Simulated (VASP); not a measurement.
# InP (I4/mmm) in VASP: further runs

Runs on InP. Level: PBE. Tasks: single point.

All numbers are computed with VASP 6.6.1; they aren't measurements. Logs are shortened: lines on timing, memory, paths and dates and some standing lists are left out, and cuts for length are marked.

## 1. The cell of the first run

The structure is tetragonal, space group I4/mmm (No. 139). The conventional cell has a = 3.527 Å, b = 3.527 Å, c = 7.482 Å, α = 90.00°, β = 90.00°, γ = 90.00°. In (site symmetry 4/mmm) has 4 P at 2.49 Å within 3.3 Å. Within 3.3 Å of P (site symmetry 4/mmm) lie 4 In at 2.49 Å.

## 2. Single point, PBE

File INCAR:

```
PREC = Accurate ; ENCUT = 520
EDIFF = 1E-6 ; ISMEAR = 0
SIGMA = 0.15 ; LREAL = F
LASPH = T ; NELM = 80
ALGO = Normal ; ISIF = 2
LWAVE = F ; LCHARG = F
GGA = PE ; NBANDS = 16
```

File KPOINTS:

```
regular mesh
0
Gamma
  16 16 16
```

File POSCAR:

```
InP
1.0
    0.0000000000      2.4940722268      3.7411083402
    2.4940722268      0.0000000000      3.7411083402
    2.4940722268      2.4940722268      0.0000000000
In P
1 1
Direct
    0.0000000000      0.0000000000      0.0000000000
    0.5000000000      0.5000000000      0.5000000000
```

Potentials or basis: VASP PAW PBE potentials, release 64 (In_d, P).

The run is started by

```console
> cat potpaw_PBE.64/In_d/POTCAR potpaw_PBE.64/P/POTCAR > POTCAR
> mpirun -np 1 vasp_std > vasp.out
```

OUTCAR:

```text
PREC = Accurate
   ENCUT = 520
   EDIFF = 1E-6
   ISMEAR = 0
   LREAL = F
   LASPH = T
   NELM = 80
   ISIF = 2
   GGA = PE

 ion  position               nearest neighbor table
   1  0.000  0.000  0.000-   2 2.49   2 2.49   2 2.49   2 2.49
   2  0.500  0.500  0.500-   1 2.49   1 2.49   1 2.49   1 2.49

  LATTYP: Found a body centered tetragonal cell.
 ALAT       =     3.5271507687
 C/A-ratio  =     2.1213203436

  Lattice vectors:

 A1 = (  -2.4940722268,   0.0000000000,   3.7411083402)
 A2 = (   2.4940722268,   0.0000000000,   3.7411083402)
 A3 = (   0.0000000000,   2.4940722268,  -3.7411083402)

Analysis of symmetry for initial positions (statically):
=====================================================================
 Subroutine PRICEL returns:
 Original cell was already a primitive cell.

 Routine SETGRP: Setting up the symmetry group for a
 body centered tetragonal supercell.

 Subroutine GETGRP returns: Found 16 space group operations
 (whereof 16 operations were pure point group operations)
 out of a pool of 16 trial point group operations.

The static configuration has the point symmetry D_4h.

Analysis of symmetry for dynamics (positions and initial velocities):
=====================================================================
 Subroutine PRICEL returns:
 Original cell was already a primitive cell.

 Routine SETGRP: Setting up the symmetry group for a
 body centered tetragonal supercell.

 Subroutine GETGRP returns: Found 16 space group operations
 (whereof 16 operations were pure point group operations)
 out of a pool of 16 trial point group operations.

The dynamic configuration has the point symmetry D_4h.

 Subroutine INISYM returns: Found 16 space group operations
 (whereof 16 operations are pure point group operations),
 and found     1 'primitive' translations

----------------------------------------------------------------------------------------

                                     Primitive cell

  volume of cell :      46.5424

  direct lattice vectors                    reciprocal lattice vectors
     0.000000000  2.494072227  3.741108340    -0.200475349  0.200475349  0.133650233
     2.494072227  0.000000000  3.741108340     0.200475349 -0.200475349  0.133650233
     2.494072227  2.494072227  0.000000000     0.200475349  0.200475349 -0.133650233

  length of vectors
     4.496252649  4.496252649  3.527150769     0.313437579  0.313437579  0.313437579

  position of ions in fractional coordinates (direct lattice)
     0.000000000  0.000000000  0.000000000
     0.500000000  0.500000000  0.500000000

  ion indices of the primitive-cell ions
   primitive index   ion index
                 1           1
                 2           2

----------------------------------------------------------------------------------------

 KPOINTS: regular mesh

Automatic generation of k-mesh.
 Grid dimensions read from file:
 generate k-points for:   16   16   16

 Generating k-lattice:

  Cartesian coordinates                     Fractional coordinates (reciprocal lattice)
    -0.012529709  0.012529709  0.008353140     0.062500000 -0.000000000  0.000000000
     0.012529709 -0.012529709  0.008353140    -0.000000000  0.062500000  0.000000000
     0.012529709  0.012529709 -0.008353140     0.000000000  0.000000000  0.062500000

  Length of vectors
     0.019589849  0.019589849  0.019589849

  Shift w.r.t. Gamma in fractional coordinates (k-lattice)
     0.000000000  0.000000000  0.000000000

 Subroutine IBZKPT returns following result:
 ===========================================

 Found    349 irreducible k-points:

 Following reciprocal coordinates:
            Coordinates               Weight
  0.000000  0.000000  0.000000      1.000000
  0.062500  0.000000  0.000000      8.000000
  0.125000  0.000000  0.000000      8.000000
  0.187500  0.000000  0.000000      8.000000
  0.250000  0.000000  0.000000      8.000000
  0.312500  0.000000  0.000000      8.000000
[... 16 lines left out ...]
 -0.125000  0.062500  0.000000      8.000000
 -0.062500  0.062500  0.000000      4.000000
 [... further k-points ...]
   k-points           NKPTS =    349   k-points in BZ     NKDIM =    349   number of bands    NBANDS=     16
   number of dos      NEDOS =    301   number of ions     NIONS =      2
   total plane-waves  NPLWV =  36288
   dimension x,y,z NGX =    36 NGY =   36 NGZ =   28
   dimension x,y,z NGXF=    72 NGYF=   72 NGZF=   56
   ions per type =               1   1
   NGX,Y,Z   is equivalent  to a cutoff of  13.31, 13.31, 13.20 a.u.
   NGXF,Y,Z  is equivalent  to a cutoff of  26.62, 26.62, 26.39 a.u.
 SYSTEM =  unknown system
   PREC   = accura    normal or accurate (medium, high low for compatibility)
   ISTART =      0    job   : 0-new  1-cont  2-samecut
   ICHARG =      2    charge: 1-file 2-atom 10-const
   ISPIN  =      1    spin polarized calculation?
   LNONCOLLINEAR =      F non collinear calculations
   LSORBIT =      F    spin-orbit coupling
   LASPH  =      T    aspherical Exc in radial PAW
   ENCUT  =  520.0 eV  38.22 Ry    6.18 a.u.   8.36  8.36  6.56*2*pi/ulx,y,z
   NELM   =     80;   NELMIN=  2; NELMDL= -5     # of ELM steps
   EDIFF  = 0.1E-05   stopping-criterion for ELM
   LREAL  =      F    real-space projection
   EDIFFG = 0.1E-04   stopping-criterion for IOM
   NSW    =      0    number of steps for IOM
   IBRION =     -1    ionic relax: 0-MD 1-quasi-New 2-CG
   NFREE  =      0    steps in history (QN), initial steepest desc. (CG)
   ISIF   =      2    stress and relaxation
   ISYM   =      2    0-nonsym 1-usesym 2-fastsym
   POTIM  = 0.5000    time-step for ionic-motion
   TEBEG  =    0.0;   TEEND  =   0.0 temperature during run
   PSTRESS=    0.0 pullay stress
   NELECT =      18.0000    total number of electrons
   NUPDOWN=      -1.0000    fix difference up-down
   EMIN   =  10.00;   EMAX   =-10.00  energy-range for DOS
   EFERMI =   0.00;   METHOD = LEGACY
   ISMEAR =     0;   SIGMA  =   0.15  broadening in eV -4-tet -1-fermi 0-gaus
   EFERMI_NEDOS =   21; number of points for ismear=-14 and -15
   IALGO  =     38    algorithm
   IMIX   =      4    mixing-type and parameters
     AMIX     =   0.40;   BMIX     =  1.00
     AMIX_MAG =   1.60;   BMIX_MAG =  1.00
  volume/ion in A,a.u.               =      23.27       157.04
  Fermi-wavevector in a.u.,A,eV,Ry     =   1.192750  2.253971 19.356375  1.422653
  Thomas-Fermi vector in A             =   2.328781
   LORBIT       =      0    0 simple, 1 ext, 2 COOP (PROOUT), +10 PAW based schemes
   GGA     = PE    functional components
   LHFCALC =     F    Hartree Fock is set to
   AEXX    =    0.0000 exact exchange contribution
   IVDW    =     0    specifies the selected vdW correction
   LEPSILON=     F    determine dielectric tensor
   LRPA    =     F    only Hartree local field effects (RPA)
 non-spin polarized calculation
 Gauss-broadening in eV      SIGMA  =   0.15
  energy-cutoff  :      520.00
  volume of cell :       46.54
 maximum number of plane-waves:      1305
 NGX is ok and might be reduce to    36

 number of electron      18.0000001 magnetization

 Free energy of the ion-electron system (eV)
  ---------------------------------------------------
  ext. energy  EPLUGINS =         0.00000000
  ---------------------------------------------------
  free energy    TOTEN  =        -7.09864890 eV

  energy without entropy =       -7.09157454  energy(sigma->0) =       -7.09511172

 E-fermi :   5.9634     XC(G=0):  -9.7336

 val. band max:        5.9591985651   @ k =  -0.3750   0.2500   0.0625
 cond. band min:       5.9663188299   @ k =  -0.3125   0.1875   0.5000
 fundamental gap:      0.0071202649
 Fermi energy:         5.9634143341

 k-point     1 :       0.0000    0.0000    0.0000
  band No.  band energies     occupation
      1      -8.9047      2.00000
      2      -8.6183      2.00000
      3      -8.5337      2.00000
      4      -8.4131      2.00000
      5      -8.4131      2.00000
      6      -5.8736      2.00000
[... 8 lines left out ...]
     15      14.8837      0.00000
     16      16.4562      0.00000

 k-point     2 :       0.0625    0.0000    0.0000
  band No.  band energies     occupation
      1      -8.8916      2.00000
      2      -8.6123      2.00000
      3      -8.5402      2.00000
      4      -8.4164      2.00000
      5      -8.4124      2.00000
      6      -5.8392      2.00000
[... 8 lines left out ...]
     15      14.9280      0.00000
     16      17.0363      0.00000

 k-point     3 :       0.1250    0.0000    0.0000
  band No.  band energies     occupation
      1      -8.8559      2.00000
      2      -8.5936      2.00000
      3      -8.5586      2.00000
      4      -8.4259      2.00000
      5      -8.4102      2.00000
      6      -5.7354      2.00000
[... 8 lines left out ...]
     15      15.0348      0.00000
     16      15.8352      0.00000

 k-point     4 :       0.1875    0.0000    0.0000
  band No.  band energies     occupation
      1      -8.8078      2.00000
      2      -8.5860      2.00000
      3      -8.5611      2.00000
      4      -8.4400      2.00000
      5      -8.4069      2.00000
      6      -5.5613      2.00000
[... 8 lines left out ...]
     15      15.1719      0.00000
     16      15.3967      0.00000

 k-point     5 :       0.2500    0.0000    0.0000
  band No.  band energies     occupation
      1      -8.7603      2.00000
      2      -8.6179      2.00000
      3      -8.5152      2.00000
      4      -8.4563      2.00000
      5      -8.4030      2.00000
      6      -5.3185      2.00000
[... 8 lines left out ...]
     15      15.6807      0.00000
     16      15.6845      0.00000

 k-point     6 :       0.3125    0.0000    0.0000
  band No.  band energies     occupation
      1      -8.7224      2.00000
      2      -8.6495      2.00000
      3      -8.4775      2.00000
      4      -8.4564      2.00000
      5      -8.3991      2.00000
      6      -5.0171      2.00000
[... 8 lines left out ...]
     15      16.0633      0.00000
     16      16.3343      0.00000

 k-point     7 :       0.3750    0.0000    0.0000
  band No.  band energies     occupation
      1      -8.6964      2.00000
      2      -8.6760      2.00000
      3      -8.4894      2.00000
      4      -8.4079      2.00000
      5      -8.3958      2.00000
      6      -4.6876      2.00000
[... 8 lines left out ...]
     15      16.4680      0.00000
     16      17.0048      0.00000

 k-point     8 :       0.4375    0.0000    0.0000
  band No.  band energies     occupation
      1      -8.6935      2.00000
      2      -8.6814      2.00000
      3      -8.4988      2.00000
      4      -8.3937      2.00000
      5      -8.3725      2.00000
      6      -4.4013      2.00000
[... 8 lines left out ...]
     15      16.8103      0.00000
     16      16.9469      0.00000

 k-point     9 :       0.5000    0.0000    0.0000
  band No.  band energies     occupation
      1      -8.6996      2.00000
      2      -8.6765      2.00000
      3      -8.5021      2.00000
      4      -8.3929      2.00000
      5      -8.3597      2.00000
      6      -4.2799      2.00000
[... 8 lines left out ...]
     15      16.2351      0.00000
     16      16.9525      0.00000
[... 172 lines left out ...]
 k-point    19 :      -0.3750    0.0625    0.0000
  band No.  band energies     occupation
      1      -8.6935      2.00000
      2      -8.6801      2.00000
      3      -8.4988      2.00000
      4      -8.3943      2.00000
      5      -8.3720      2.00000
      6      -4.4497      2.00000
[... 8 lines left out ...]
     15      16.5841      0.00000
     16      17.3378      0.00000

 k-point    20 :      -0.3125    0.0625    0.0000
  band No.  band energies     occupation
      1      -8.6939      2.00000
      2      -8.6760      2.00000
      3      -8.4895      2.00000
      4      -8.4071      2.00000
      5      -8.3970      2.00000
      6      -4.7567      2.00000
[... 8 lines left out ...]
     15      16.1776      0.00000
     16      16.6626      0.00000

 k-point    21 :      -0.2500    0.0625    0.0000
  band No.  band energies     occupation
      1      -8.7192      2.00000
      2      -8.6496      2.00000
      3      -8.4763      2.00000
      4      -8.4571      2.00000
      5      -8.4005      2.00000
      6      -5.0869      2.00000
[... 8 lines left out ...]
     15      15.7789      0.00000
     16      15.9187      0.00000

 k-point    22 :      -0.1875    0.0625    0.0000
  band No.  band energies     occupation
      1      -8.7569      2.00000
      2      -8.6181      2.00000
      3      -8.5138      2.00000
      4      -8.4578      2.00000
      5      -8.4044      2.00000
      6      -5.3778      2.00000
[... 8 lines left out ...]
     15      15.3224      0.00000
     16      15.4377      0.00000

 k-point    23 :      -0.1250    0.0625    0.0000
  band No.  band energies     occupation
      1      -8.8050      2.00000
      2      -8.5861      2.00000
      3      -8.5605      2.00000
      4      -8.4410      2.00000
      5      -8.4080      2.00000
      6      -5.6038      2.00000
[... 8 lines left out ...]
     15      14.9132      0.00000
     16      15.1792      0.00000

 k-point    24 :      -0.0625    0.0625    0.0000
  band No.  band energies     occupation
      1      -8.8544      2.00000
      2      -8.5934      2.00000
      3      -8.5587      2.00000
      4      -8.4265      2.00000
      5      -8.4108      2.00000
      6      -5.7575      2.00000
[... 8 lines left out ...]
     15      15.0017      0.00000
     16      15.7799      0.00000

 [... further k-points ...]
[... 5 lines left out ...]
  --------------------------------------------------------------------------------------
  -------------------------------------------------------------------------------------
  Total        5.1543940      5.1543940     -1.0504416      0.0000000     -0.0000000      0.0000000
  in kB      177.4352343    177.4352343    -36.1604787      0.0000000     -0.0000000      0.0000000
  external PRESSURE =     106.2366633 kB  Pullay stress =       0.0000000 kB

 VOLUME and BASIS-vectors are now :
 -----------------------------------------------------------------------------
  energy-cutoff  :      520.00
  volume of cell :       46.54
      direct lattice vectors                 reciprocal lattice vectors
     0.000000000  2.494072227  3.741108340    -0.200475349  0.200475349  0.133650233
     2.494072227  0.000000000  3.741108340     0.200475349 -0.200475349  0.133650233
     2.494072227  2.494072227  0.000000000     0.200475349  0.200475349 -0.133650233

 POSITION                                       TOTAL-FORCE (eV/Angst)
 -----------------------------------------------------------------------------------
      0.00000      0.00000      0.00000         0.000000     -0.000000      0.000000
      2.49407      2.49407      3.74111        -0.000000      0.000000      0.000000
 -----------------------------------------------------------------------------------
    total drift:                               -0.000000      0.000000      0.000000

  FREE ENERGIE OF THE ION-ELECTRON SYSTEM (eV)
  ---------------------------------------------------
  free  energy   TOTEN  =        -7.0986488951 eV

  energy  without entropy=       -7.0915745448  energy(sigma->0) =       -7.09511172
```

Wall time 3.7 min (1 thread of Intel Xeon 6975P-C, shared host); peak memory 0.39 GiB.

What came out:

```yaml
Free_energy: -7.0986 eV
Pressure: 10.6 GPa
Band_gap_on_the_k_mesh: zero (band 9 reaches 7.10 eV, above the bottom of band 10 at 4.99 eV)
```

Levels at points of the mesh, in eV from the Fermi level:
| k point | band 6 | band 7 | band 8 | band 9 | band 10 | band 11 | band 12 | band 13 |
| --- | --- | --- | --- | --- | --- | --- | --- | --- |
| (0.00, 0.00, 0.00) | -11.84 | -1.15 | -1.15 | -1.02 | 1.06 | 4.88 | 5.87 | 5.92 |
| (0.50, 0.00, 0.00) | -10.24 | -6.94 | -0.75 | 1.14 | 1.17 | 4.40 | 4.73 | 6.42 |
| (0.50, 0.50, 0.00) | -11.14 | -4.33 | -1.49 | -1.49 | 0.71 | 5.11 | 7.07 | 11.46 |
| (0.50, 0.00, 0.50) | -7.72 | -5.03 | -4.55 | -2.98 | -0.53 | 4.30 | 4.98 | 8.84 |

Caveat: spin-orbit coupling is left out, which moves the levels of the heavy elements.

## 3. Single point, PBE

This run uses another cell than the first one, of the same volume but with other edges.

File INCAR:

```
SYSTEM = InP
  ALGO = Normal
  EDIFF = 1E-6
  ENCUT = 520
  GGA = PE
  ISIF = 2
  ISMEAR = 0
  LASPH = .True.
  LCHARG = .True.
  LELF = .True.
  LREAL = .False.
  LVHAR = .True.
  LWAVE = .False.
  NBANDS = 16
  NELM = 60
  PREC = Accurate
  SIGMA = 0.15
```

File KPOINTS:

```
k-points
0
Gamma
  16 16 16
  0 0 0
```

File POSCAR:

```
InP
1.0
    0.0000000000      2.8941144496      2.7783498716
    2.8941144496      0.0000000000      2.7783498716
    2.8941144496      2.8941144496      0.0000000000
In P
1 1
Direct
    0.0000000000      0.0000000000      0.0000000000
    0.5000000000      0.5000000000      0.5000000000
```

Potentials or basis: VASP PAW PBE potentials, release 64 (In_d, P).

The run is started by

```console
> cat potpaw_PBE.64/In_d/POTCAR potpaw_PBE.64/P/POTCAR > POTCAR
> mpirun -np 1 vasp_std > vasp.out
```

It took 88 s on 1 thread of Intel Xeon 6975P-C (Granite Rapids), shared host; peak memory 0.36 GiB.

Results (log left out):

| Quantity | Value |
| --- | --- |
| Free energy | -7.8361 eV |
| Pressure | -5.2 GPa |
| Band gap on the k mesh | zero (band 9 reaches 6.25 eV, above the bottom of band 10 at 3.82 eV) |

Stress tensor (GPa, compression positive):
```
-6.12  0.00  0.00
 0.00 -6.12  0.00
 0.00  0.00 -3.30
```

Levels at points of the mesh, in eV from the Fermi level:
| k point | band 7 | band 8 | band 9 | band 10 | band 11 | band 12 |
| --- | --- | --- | --- | --- | --- | --- |
| (0.00, 0.00, 0.00) | -0.48 | -0.16 | -0.10 | -0.10 | 6.99 | 6.99 |
| (0.50, 0.00, 0.00) | -6.18 | 0.04 | 0.19 | 2.38 | 3.26 | 3.63 |
| (0.50, 0.50, 0.00) | -4.42 | -2.81 | -2.15 | -2.15 | 3.91 | 8.96 |
| (0.50, 0.00, 0.50) | -4.40 | -2.48 | -2.23 | -1.77 | 4.08 | 8.61 |

Caveat: spin-orbit coupling is left out, which moves the levels of the heavy elements.
